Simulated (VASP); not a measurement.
Runs of VASP 6.6.1 on BP. The structure is that of space group I-4m2 (No. 119), or close to it. The cells are those of the table. 

```csv
cell,gap on the mesh (eV),pressure (GPa)
"a = 3.145, b = 3.145, c = 3.209 Å, angles 59.3, 59.3, 61.3°, 2 atoms",(b),(c)
"a = 3.279, b = 3.279, c = 3.080 Å, angles 62.0, 62.0, 56.0°, 2 atoms",(a),1.5
"a = 3.083, b = 3.083, c = 3.209 Å, angles 58.6, 58.6, 62.7°, 2 atoms",none,16.7
"a = 3.151, b = 3.151, c = 2.952 Å, angles 62.1, 62.1, 55.9°, 2 atoms",0.08,27.1
"a = 3.340, b = 3.340, c = 3.466 Å, angles 58.7, 58.7, 62.5°, 2 atoms",0.40,-18.0
```

Alike in all rows: task single point; level PBE; potentials or basis VASP PAW PBE potentials, release 64 (B, P); no spin polarisation; k mesh 10 × 10 × 10; cutoff (eV) 520; smearing gaussian 0.05 eV.

Fill in the values left out.

(a) 0.33; (b) 0.57; (c) 8.1.

A k mesh can miss the band edges.

A gap of «none» marks levels without a gap at the run's occupations.
